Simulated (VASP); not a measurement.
# SrO (Fm-3m) in VASP: notebook, part 2 of 2

VASP 6.6.1. Earlier steps stand in the parts before.

## (4) Single point, r2SCAN (volume scaled by 1.03)

Input file POSCAR:

```
SrO
1.0
    0.0000000000      2.6058621383      2.6058621383
    2.6058621383      0.0000000000      2.6058621383
    2.6058621383      2.6058621383      0.0000000000
Sr O
1 1
Direct
    0.5000000000      0.5000000000      0.5000000000
    0.0000000000      0.0000000000      0.0000000000
```

Input file INCAR.step1:

```
PREC     = Accurate       # precision mode
ENCUT    = 520            # plane-wave cutoff, eV
ISMEAR   = 0              # smearing method
SIGMA    = 0.02           # smearing width, eV
LREAL    = False          # projectors in reciprocal space
LASPH    = True           # aspherical terms in the spheres
NELM     = 60             # most SCF steps
NBANDS   = 15             # bands
GGA      = PE             # functional
ALGO     = Normal         # electronic algorithm
EDIFF    = 1E-4           # SCF threshold, eV
LWAVE    = True           # write WAVECAR
LCHARG   = False          # write CHGCAR
```

Input file INCAR.step2:

```
PREC     = Accurate       # precision mode
ENCUT    = 520            # plane-wave cutoff, eV
EDIFF    = 1E-6           # SCF threshold, eV
ISMEAR   = 0              # smearing method
SIGMA    = 0.02           # smearing width, eV
LREAL    = False          # projectors in reciprocal space
LASPH    = True           # aspherical terms in the spheres
NELM     = 60             # most SCF steps
ALGO     = Normal         # electronic algorithm
ISIF     = 2              # what is computed and relaxed
LWAVE    = False          # write WAVECAR
LCHARG   = False          # write CHGCAR
METAGGA  = R2SCAN         # meta-GGA
LMIXTAU  = True         
NBANDS   = 15             # bands
ISTART   = 1
```

Input file KPOINTS:

```
Automatic mesh
0
Gamma
  8 8 8
```

Potentials or basis: VASP PAW PBE potentials, release 64 (Sr_sv, O).

The run is started by

```sh
cat potpaw_PBE.64/Sr_sv/POTCAR potpaw_PBE.64/O/POTCAR > POTCAR
cp INCAR.step1 INCAR
mpirun -np 1 vasp_std > vasp.out
cp INCAR.step2 INCAR
mpirun -np 1 vasp_std > vasp.out
```

OUTCAR:

```text
PREC = Accurate
   ENCUT = 520
   EDIFF = 1E-6
   ISMEAR = 0
   LREAL = False
   LASPH = True
   NELM = 60
   ISIF = 2
   METAGGA = R2SCAN
   ISTART = 1

 ion  position               nearest neighbor table
   1  0.500  0.500  0.500-   2 2.61   2 2.61   2 2.61   2 2.61   2 2.61   2 2.61
   2  0.000  0.000  0.000-   1 2.61   1 2.61   1 2.61   1 2.61   1 2.61   1 2.61

  LATTYP: Found a face centered cubic cell.
 ALAT       =     5.2117242766

  Lattice vectors:

 A1 = (   0.0000000000,   2.6058621383,   2.6058621383)
 A2 = (   2.6058621383,   0.0000000000,   2.6058621383)
 A3 = (   2.6058621383,   2.6058621383,   0.0000000000)

Analysis of symmetry for initial positions (statically):
=====================================================================
 Subroutine PRICEL returns:
 Original cell was already a primitive cell.

 Routine SETGRP: Setting up the symmetry group for a
 face centered cubic supercell.

 Subroutine GETGRP returns: Found 48 space group operations
 (whereof 48 operations were pure point group operations)
 out of a pool of 48 trial point group operations.

The static configuration has the point symmetry O_h .

Analysis of symmetry for dynamics (positions and initial velocities):
=====================================================================
 Subroutine PRICEL returns:
 Original cell was already a primitive cell.

 Routine SETGRP: Setting up the symmetry group for a
 face centered cubic supercell.

 Subroutine GETGRP returns: Found 48 space group operations
 (whereof 48 operations were pure point group operations)
 out of a pool of 48 trial point group operations.

The dynamic configuration has the point symmetry O_h .

 Subroutine INISYM returns: Found 48 space group operations
 (whereof 48 operations are pure point group operations),
 and found     1 'primitive' translations

----------------------------------------------------------------------------------------

                                     Primitive cell
[... 115 lines left out ...]
   LORBIT       =      0    0 simple, 1 ext, 2 COOP (PROOUT), +10 PAW based schemes
   METAGGA = R2SCAN    functional components
   LHFCALC =     F    Hartree Fock is set to
   AEXX    =    0.0000 exact exchange contribution
   IVDW    =     0    specifies the selected vdW correction
   LEPSILON=     F    determine dielectric tensor
   LRPA    =     F    only Hartree local field effects (RPA)
 non-spin polarized calculation
 Gauss-broadening in eV      SIGMA  =   0.02
  energy-cutoff  :      520.00
  volume of cell :       35.39
 maximum number of plane-waves:       961
   NGX = 13   NGY = 13   NGZ = 13

 number of electron      16.0000001 magnetization

 Free energy of the ion-electron system (eV)
  ---------------------------------------------------
  ext. energy  EPLUGINS =         0.00000000
  ---------------------------------------------------
  free energy    TOTEN  =       -27.05092774 eV

  energy without entropy =      -27.05092774  energy(sigma->0) =      -27.05092774

 E-fermi :   1.3713     XC(G=0): -10.3795

 val. band max:        1.1589090255   @ k =   0.0000   0.0000   0.0000
 cond. band min:       4.9184973781   @ k =   0.5000   0.5000   0.0000
 fundamental gap:      3.7595883526
 Fermi energy:         1.3713391318

 k-point     1 :       0.0000    0.0000    0.0000
  band No.  band energies     occupation
      1     -32.4634      2.00000
      2     -14.8193      2.00000
      3     -13.5255      2.00000
      4     -13.5255      2.00000
      5     -13.5255      2.00000
      6       1.1589      2.00000
      7       1.1589      2.00000
      8       1.1589      2.00000
      9       5.5219      0.00000
     10       7.8420      0.00000
     11       7.8420      0.00000
     12       7.8420      0.00000
     13      10.0726      0.00000
     14      10.0726      0.00000
[... 401 lines left out ...]
      2     -15.8139      2.00000
      3     -13.8568      2.00000
      4     -13.7243      2.00000
      5     -12.8443      2.00000
      6      -0.3328      2.00000
      7       0.3400      2.00000
      8       0.4011      2.00000
      9       7.9218      0.00000
     10       8.2833      0.00000
     11      10.8353      0.00000
     12      11.0339      0.00000
     13      13.1401      0.00000
     14      14.4139      0.00000
     15      15.0409      0.00000

 [... further k-points ...]
[... 5 lines left out ...]
  --------------------------------------------------------------------------------------
  -------------------------------------------------------------------------------------
  Total       -0.4793770     -0.4793770     -0.4793770      0.0000000      0.0000000      0.0000000
  in kB      -21.7021857    -21.7021857    -21.7021857      0.0000000      0.0000000      0.0000000
  external PRESSURE =     -21.7021857 kB  Pullay stress =       0.0000000 kB

 VOLUME and BASIS-vectors are now :
 -----------------------------------------------------------------------------
  energy-cutoff  :      520.00
  volume of cell :       35.39
      direct lattice vectors                 reciprocal lattice vectors
     0.000000000  2.605862138  2.605862138    -0.191875078  0.191875078  0.191875078
     2.605862138  0.000000000  2.605862138     0.191875078 -0.191875078  0.191875078
     2.605862138  2.605862138  0.000000000     0.191875078  0.191875078 -0.191875078

 POSITION                                       TOTAL-FORCE (eV/Angst)
 -----------------------------------------------------------------------------------
      2.60586      2.60586      2.60586        -0.000000      0.000000     -0.000000
      0.00000      0.00000      0.00000         0.000000     -0.000000      0.000000
 -----------------------------------------------------------------------------------
    total drift:                                0.000000      0.000000      0.000000

  FREE ENERGIE OF THE ION-ELECTRON SYSTEM (eV)
  ---------------------------------------------------
  free  energy   TOTEN  =       -27.0509277382 eV

  energy  without entropy=      -27.0509277382  energy(sigma->0) =      -27.05092774
```

OUTCAR.step1:

```text
PREC = Accurate
   ENCUT = 520
   ISMEAR = 0
   LREAL = False
   LASPH = True
[... 653 lines left out ...]
      2.60586      2.60586      2.60586         0.000000      0.000000      0.000000
      0.00000      0.00000      0.00000        -0.000000     -0.000000     -0.000000
 -----------------------------------------------------------------------------------
    total drift:                                0.000000      0.000000      0.000000

  FREE ENERGIE OF THE ION-ELECTRON SYSTEM (eV)
  ---------------------------------------------------
  free  energy   TOTEN  =       -12.0550772952 eV

  energy  without entropy=      -12.0550772952  energy(sigma->0) =      -12.05507730
```

Run time: 2.9 min. Hardware: 1 thread of AMD EPYC 7R13, shared host; peak memory 0.14 GiB.

What came out:

- Free energy: -27.0509 eV
- Pressure: -2.2 GPa
- Band gap on the k mesh: 3.76 eV, indirect (least direct gap 3.87 eV)

Caveat: the cell differs from its parent crystal (volume scaled by 1.03); the PAW data sets were made with another functional, which shifts forces and pressure a little.

## (5) Single point, r2SCAN (volume scaled by 1.06)

Input file POSCAR:

```
SrO
1.0
    0.0000000000      2.6309200422      2.6309200422
    2.6309200422      0.0000000000      2.6309200422
    2.6309200422      2.6309200422      0.0000000000
Sr O
1 1
Direct
    0.5000000000      0.5000000000      0.5000000000
    0.0000000000      0.0000000000      0.0000000000
```

Input file INCAR.step1:

```
  PREC = Accurate
  ENCUT = 520
  ISMEAR = 0
  SIGMA = 0.02
  LREAL = False
  LASPH = True
  NELM = 100
  NBANDS = 15
  GGA = PE
  ALGO = Normal
  EDIFF = 1E-4
  LWAVE = True
  LCHARG = False
```

Input file INCAR.step2:

```
  PREC = Accurate
  ENCUT = 520
  EDIFF = 1E-6
  ISMEAR = 0
  SIGMA = 0.02
  LREAL = False
  LASPH = True
  NELM = 100
  ALGO = Normal
  ISIF = 2
  LWAVE = False
  LCHARG = False
  METAGGA = R2SCAN
  LMIXTAU = True
  NBANDS = 15
  ISTART = 1
```

Input file KPOINTS:

```
regular mesh
0
Gamma
  8 8 8
```

Potentials or basis: VASP PAW PBE potentials, release 64 (Sr_sv, O).

The run is started by

```sh
cat potpaw_PBE.64/Sr_sv/POTCAR potpaw_PBE.64/O/POTCAR > POTCAR
cp INCAR.step1 INCAR
mpirun -np 1 vasp_std > vasp.out
cp INCAR.step2 INCAR
mpirun -np 1 vasp_std > vasp.out
```

OUTCAR:

```text
PREC = Accurate
   ENCUT = 520
   EDIFF = 1E-6
   ISMEAR = 0
   LREAL = False
   LASPH = True
   NELM = 100
   ISIF = 2
   METAGGA = R2SCAN
   ISTART = 1

 ion  position               nearest neighbor table
   1  0.500  0.500  0.500-   2 2.63   2 2.63   2 2.63   2 2.63   2 2.63   2 2.63
   2  0.000  0.000  0.000-   1 2.63   1 2.63   1 2.63   1 2.63   1 2.63   1 2.63

  LATTYP: Found a face centered cubic cell.
 ALAT       =     5.2618400844

  Lattice vectors:

 A1 = (   0.0000000000,   2.6309200422,   2.6309200422)
 A2 = (   2.6309200422,   0.0000000000,   2.6309200422)
 A3 = (   2.6309200422,   2.6309200422,   0.0000000000)

Analysis of symmetry for initial positions (statically):
=====================================================================
 Subroutine PRICEL returns:
 Original cell was already a primitive cell.

 Routine SETGRP: Setting up the symmetry group for a
 face centered cubic supercell.

 Subroutine GETGRP returns: Found 48 space group operations
 (whereof 48 operations were pure point group operations)
 out of a pool of 48 trial point group operations.

The static configuration has the point symmetry O_h .

Analysis of symmetry for dynamics (positions and initial velocities):
[... 165 lines left out ...]

 k-point     1 :       0.0000    0.0000    0.0000
  band No.  band energies     occupation
      1     -32.6994      2.00000
      2     -14.9080      2.00000
      3     -13.7855      2.00000
      4     -13.7855      2.00000
      5     -13.7855      2.00000
      6       1.0349      2.00000
      7       1.0349      2.00000
      8       1.0349      2.00000
      9       5.1960      0.00000
     10       7.6480      0.00000
     11       7.6480      0.00000
     12       7.6480      0.00000
     13       9.8161      0.00000
     14       9.8161      0.00000
[... 401 lines left out ...]
      2     -15.8754      2.00000
      3     -14.0869      2.00000
      4     -13.9657      2.00000
      5     -13.0973      2.00000
      6      -0.4249      2.00000
      7       0.2432      2.00000
      8       0.2914      2.00000
      9       7.6889      0.00000
     10       8.0393      0.00000
     11      10.4756      0.00000
     12      10.7277      0.00000
     13      12.7543      0.00000
     14      13.9923      0.00000
     15      14.5586      0.00000

 [... further k-points ...]
[... 5 lines left out ...]
  --------------------------------------------------------------------------------------
  -------------------------------------------------------------------------------------
  Total       -1.0050997     -1.0050997     -1.0050997      0.0000000      0.0000000      0.0000000
  in kB      -44.2147120    -44.2147120    -44.2147120      0.0000000      0.0000000      0.0000000
  external PRESSURE =     -44.2147120 kB  Pullay stress =       0.0000000 kB

 VOLUME and BASIS-vectors are now :
 -----------------------------------------------------------------------------
  energy-cutoff  :      520.00
  volume of cell :       36.42
      direct lattice vectors                 reciprocal lattice vectors
     0.000000000  2.630920042  2.630920042    -0.190047585  0.190047585  0.190047585
     2.630920042  0.000000000  2.630920042     0.190047585 -0.190047585  0.190047585
     2.630920042  2.630920042  0.000000000     0.190047585  0.190047585 -0.190047585

 POSITION                                       TOTAL-FORCE (eV/Angst)
 -----------------------------------------------------------------------------------
      2.63092      2.63092      2.63092         0.000000      0.000000      0.000000
      0.00000      0.00000      0.00000         0.000000      0.000000     -0.000000
 -----------------------------------------------------------------------------------
    total drift:                                0.000000      0.000000      0.000000

  FREE ENERGIE OF THE ION-ELECTRON SYSTEM (eV)
  ---------------------------------------------------
  free  energy   TOTEN  =       -27.0303639435 eV

  energy  without entropy=      -27.0303639435  energy(sigma->0) =      -27.03036394
```

OUTCAR.step1:

```text
PREC = Accurate
   ENCUT = 520
   ISMEAR = 0
   LREAL = False
   LASPH = True
[... 653 lines left out ...]
      2.63092      2.63092      2.63092        -0.000000      0.000000     -0.000000
      0.00000      0.00000      0.00000         0.000000     -0.000000      0.000000
 -----------------------------------------------------------------------------------
    total drift:                                0.000000      0.000000      0.000000

  FREE ENERGIE OF THE ION-ELECTRON SYSTEM (eV)
  ---------------------------------------------------
  free  energy   TOTEN  =       -12.0463534214 eV

  energy  without entropy=      -12.0463534214  energy(sigma->0) =      -12.04635342
```

Run time: 2.9 min. Hardware: 1 thread of AMD EPYC 7R13, shared host; peak memory 0.14 GiB.

What came out:

- Free energy: -27.0304 eV
- Pressure: -4.4 GPa
- Band gap on the k mesh: 3.77 eV, indirect (least direct gap 3.89 eV)

Caveat: the cell differs from its parent crystal (volume scaled by 1.06); the PAW data sets were made with another functional, which shifts forces and pressure a little.

## (6) Relaxation of cell and atoms, r2SCAN

This run uses another cell than the first one, of 16.90 Å³/atom, 0.984 times its volume.

Input file POSCAR:

```
SrO
1.0
    0.0000000000      2.5663000000      2.5663000000
    2.5663000000      0.0000000000      2.5663000000
    2.5663000000      2.5663000000      0.0000000000
Sr O
1 1
Direct
    0.5000000000      0.5000000000      0.5000000000
    0.0000000000      0.0000000000      0.0000000000
```

Input file INCAR.step1:

```
SYSTEM = SrO
PREC = Accurate ; ENCUT = 600
ISMEAR = 0 ; SIGMA = 0.02
LREAL = .FALSE. ; LASPH = .TRUE.
NELM = 80 ; GGA = PE
ALGO = Normal ; EDIFF = 1E-4
LWAVE = .TRUE. ; LCHARG = .FALSE.
```

Input file INCAR.step2:

```
SYSTEM = SrO
PREC = Accurate ; ENCUT = 600
EDIFF = 1E-6 ; ISMEAR = 0
SIGMA = 0.02 ; LREAL = .FALSE.
LASPH = .TRUE. ; NELM = 80
ALGO = Normal ; ISIF = 3
LWAVE = .FALSE. ; LCHARG = .FALSE.
METAGGA = R2SCAN ; LMIXTAU = .TRUE.
IBRION = 2 ; NSW = 100
EDIFFG = -0.005 ; ISTART = 1
```

Input file KPOINTS:

```
regular mesh
0
G
  8 8 8
  0 0 0
```

Potentials or basis: VASP PAW PBE potentials, release 64 (Sr_sv, O).

The run is started by

```sh
cat potpaw_PBE.64/Sr_sv/POTCAR potpaw_PBE.64/O/POTCAR > POTCAR
cp INCAR.step1 INCAR
mpirun -np 1 vasp_std > vasp.out
cp INCAR.step2 INCAR
mpirun -np 1 vasp_std > vasp.out
```

It took 8.3 min on 1 thread of AMD EPYC 7R13, shared host; peak memory 0.16 GiB.

The run converged. Its results:

```
Free energy                            : -27.0577 eV
Relaxed volume                         : 17.25 Å³/atom
Relaxed cell                           : a = 3.654 Å, b = 3.654 Å, c = 3.654 Å, α = 60.00°, β = 60.00°, γ = 60.00°
Space group after relaxing (to 0.05 Å) : Fm-3m (No. 225)
Energy gained by relaxing              : 2.2 meV/atom
Ionic steps                            : 3
Pressure after relaxing                : 0.0 GPa
Band gap on the k mesh                 : 3.75 eV, indirect (least direct gap 3.85 eV)
```

The path:
```
step  energy change (eV)  largest force (eV/Å)  pressure (GPa)  volume (Å³)
   1              0.0000                0.0000            2.04        33.80
   2             -0.0033                0.0000           -0.93        34.87
   3             -0.0044                0.0000            0.01        34.51
```

Final structure:
```cif
data_structure
_symmetry_space_group_name_H-M 'P 1'
_symmetry_Int_Tables_number 1
_cell_length_a 3.6543
_cell_length_b 3.6543
_cell_length_c 3.6543
_cell_angle_alpha 60.000
_cell_angle_beta 60.000
_cell_angle_gamma 60.000
_cell_volume 34.51
loop_
_atom_site_label
_atom_site_type_symbol
_atom_site_fract_x
_atom_site_fract_y
_atom_site_fract_z
_atom_site_occupancy
Sr1 Sr 0.50000 0.50000 0.50000 1
O1 O 0.00000 0.00000 0.00000 1
```

Levels at points of the mesh, in eV from the valence-band top:
| k point | band 5 | band 6 | band 7 | band 8 | band 9 | band 10 | band 11 | band 12 |
| --- | --- | --- | --- | --- | --- | --- | --- | --- |
| (0.00, 0.00, 0.00) | -14.56 | 0.00 | 0.00 | 0.00 | 4.55 | 6.74 | 6.74 | 6.74 |
| (0.50, 0.00, 0.00) | -13.55 | -2.09 | -1.10 | -1.10 | 7.05 | 8.96 | 9.40 | 9.40 |
| (0.50, 0.50, 0.00) | -14.91 | -0.45 | -0.10 | -0.10 | 3.75 | 8.40 | 10.82 | 10.98 |

Caveat: the PAW data sets were made with another functional, which shifts forces and pressure a little.

## (7) The runs side by side

```csv
task,cell,cutoff (eV),gap on the mesh (eV),pressure (GPa)
single point,"a = 3.649 Å, angles 60.0°, 2 atoms",520,3.75,0.5
single point,"a = 3.685 Å, angles 60.0°, 2 atoms",520,3.76,-2.2
single point,"a = 3.721 Å, angles 60.0°, 2 atoms",520,3.77,-4.4
relaxation of cell and atoms,"relaxed from a = 3.629 Å, angles 60.0°, 2 atoms",600,3.75,0.0
```

Alike in all rows: level r2SCAN; potentials or basis VASP PAW PBE potentials, release 64 (Sr_sv, O); no spin polarisation; k mesh 8 × 8 × 8; smearing gaussian 0.02 eV.

Caveats: the PAW data sets were made with another functional, which shifts forces and pressure a little.

Total energies depend on the potentials used, so only differences within one code and one set of settings carry meaning.
